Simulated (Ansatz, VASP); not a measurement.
## Two plane-wave programs on Au

The input INCAR:

```
PREC = Accurate
ENCUT = 520
EDIFF = 1E-7
ISMEAR = -1
SIGMA = 0.08
LREAL = F
LASPH = T
NELM = 60
ALGO = Normal
ISIF = 2
LWAVE = F
LCHARG = F
GGA = PE
NBANDS = 12
```

Contents of KPOINTS:

```
Automatic mesh
0
Gamma
  15 15 14
```

Contents of POSCAR:

```
Au
1.0
    2.3766507856      0.0000000000      0.0000000000
   -1.1883253928      2.0582399562      0.0000000000
    0.0000000000      0.0000000000      2.2937336755
Au
1
Direct
    0.0000000000      0.0000000000      0.0000000000
```

Input for Ansatz:

```yaml
crystal:
  lattice:
    - [2.3766507856, 0.0, 0.0]
    - [-1.1883253928, 2.0582399562, 0.0]
    - [0.0, 0.0, 2.2937336755]
  atoms:
    - { symbol: Au, position: [0.0, 0.0, 0.0] }
kpoints:
  mp_grid: { grid: [15, 15, 14] }
scf:
  occupations: { method: fermi_dirac, width: 0.08 }
hamiltonian:
  xc: pbe
  pseudopotentials: { kind: paw }
output:
  forces: true
  stress: true
  eigenvalues: true
  populations: true
```

Change from the starting cell: volume scaled by 0.58, PAW files.

Alike in both runs: task single point; functional PBE; k mesh 15 × 15 × 14; occupations fermi-dirac, width 0.08 eV; no spin polarisation.

|  | VASP | Ansatz |
| --- | --- | --- |
| version | VASP 6.6.1 | Ansatz 0.2.0 |
| potentials or method | VASP PAW PBE potentials, release 64 (Au) | PAW with Ansatz's default frozen-core files, scalar-relativistic |
| plane-wave cutoff (eV) | 520 | 420 |
| valence electrons in the cell | 11 | 19 |

Ansatz gave:

| Item | Value |
| --- | --- |
| pressure (GPa) | 304.6 |
| traceless stress, the component that is largest in VASP (GPa) | 0.12 |

Question: Estimate VASP's values.

Answer: Pressure (GPa): 305.0; traceless stress, the component that is largest in VASP (GPa): -0.64.

Both programs put the cell under a high pressure, so it lies far from rest at this level. The functional is the same, so the differences come from potentials, cutoffs and numerics. VASP's potentials hold 11 valence electrons a cell and Ansatz's 19, so a difference there can come from the potentials and not from the codes.

Spin-orbit coupling is off throughout. Noted on VASP's run: the cell as given lies far from equilibrium.
